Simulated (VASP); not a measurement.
Wanted: the native input for a VASP 6.6.1 run.

```yaml
Task: single point
Functional: r2SCAN
Potentials_or_basis: VASP PAW PBE potentials, release 64 (Ga_d, As)
Cutoff: 520 eV
k_mesh: 8 × 8 × 8
Occupations: gaussian, width 0.01 eV
Spin: no spin polarisation
Dipole_correction: no
Further_INCAR_settings: ALGO = Normal; EDIFF = 1e-07; NBANDS = 16
```

The system is GaAs.

```
CELL_PARAMETERS angstrom
0.00000 2.71353 2.83308
2.71353 0.00000 2.83308
2.71353 2.71353 0.00000
ATOMIC_POSITIONS crystal
Ga 0.00000 0.00000 0.00000
As 0.25000 0.25000 0.25000
```

This cell differs from its parent crystal: biaxial xy strain -4.2%.

One way to write it, as run:

POSCAR

```
GaAs
1.0
    0.0000000000      2.7135270810      2.8330831917
    2.7135270810      0.0000000000      2.8330831917
    2.7135270810      2.7135270810      0.0000000000
Ga As
1 1
Direct
    0.0000000000      0.0000000000      0.0000000000
    0.2500000000      0.2500000000      0.2500000000
```

INCAR.step1

```
SYSTEM = GaAs
PREC = Accurate ; ENCUT = 520
ISMEAR = 0 ; SIGMA = 0.01
LREAL = .FALSE. ; LASPH = .TRUE.
NELM = 80 ; NBANDS = 16
GGA = PE ; ALGO = Normal
EDIFF = 1E-4 ; LWAVE = .TRUE.
LCHARG = .FALSE.
```

INCAR.step2

```
SYSTEM = GaAs
PREC = Accurate ; ENCUT = 520
EDIFF = 1E-7 ; ISMEAR = 0
SIGMA = 0.01 ; LREAL = .FALSE.
LASPH = .TRUE. ; NELM = 80
ALGO = Normal ; ISIF = 2
LWAVE = .FALSE. ; LCHARG = .FALSE.
METAGGA = R2SCAN ; LMIXTAU = .TRUE.
NBANDS = 16 ; ISTART = 1
```

KPOINTS

```
Automatic mesh
0
G
  8 8 8
  0 0 0
```

Potentials or basis: VASP PAW PBE potentials, release 64 (Ga_d, As).

The run is started by

```bash
$ cat potpaw_PBE.64/Ga_d/POTCAR potpaw_PBE.64/As/POTCAR > POTCAR
$ cp INCAR.step1 INCAR
$ mpirun -np 1 vasp_std > vasp.out
$ cp INCAR.step2 INCAR
$ mpirun -np 1 vasp_std > vasp.out
```

Results of the run:

```yaml
Pressure: 7.7 GPa
Band_gap_on_the_k_mesh: 1.40 eV, indirect (least direct gap 1.54 eV)
```

Caveat: the cell differs from its parent crystal (biaxial xy strain -4.2%); the PAW data sets were made with another functional, which shifts forces and pressure a little.

Run time: 120 s on 1 thread of Intel(R) Xeon(R) Platinum 8488C (Sapphire Rapids), with other jobs on the host, peak memory 0.19 GiB.
